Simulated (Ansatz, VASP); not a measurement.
**ZrB2 in VASP and in Ansatz**

```
Zr B
1.0
     3.17088    0.00000    0.00000
    -1.58544    2.74606    0.00000
     0.00000    0.00000    3.53949
Zr B
1 2
Direct
  0.00000 0.00000 0.50000
  0.33333 0.66667 0.00000
  0.66667 0.33333 0.00000
```

Change from the starting cell: species swapped into the YbAg2 type (Imma, No. 74).

Alike in both runs: task single point; functional PBE; k mesh 6 × 6 × 6; occupations gaussian, width 0.1 eV; no spin polarisation.

|  | VASP | Ansatz |
| --- | --- | --- |
| version | VASP 6.6.1 | Ansatz 0.2.0 |
| potentials or method | VASP PAW PBE potentials, release 64 (Zr_sv, B), cutoff 500 eV | scalar-relativistic, plane waves, PAW |
| valence electrons in the cell | 18 | 18 |

|  | VASP | Ansatz | Ansatz less VASP |
| --- | --- | --- | --- |
| gap on the k mesh at the Fermi level (eV) | none | none | - |
| pressure (GPa) | 0.6 | 0.4 | -0.17 |
| traceless stress, the component that is largest in VASP (GPa) | -0.95 | -1.00 | -0.045 |

A gap of «none» marks a metal or a gap that the smearing closes. With one functional, cell and mesh, what is left measures potentials, basis and numerics.

The k mesh is coarse, so the values compare programs but aren't converged.
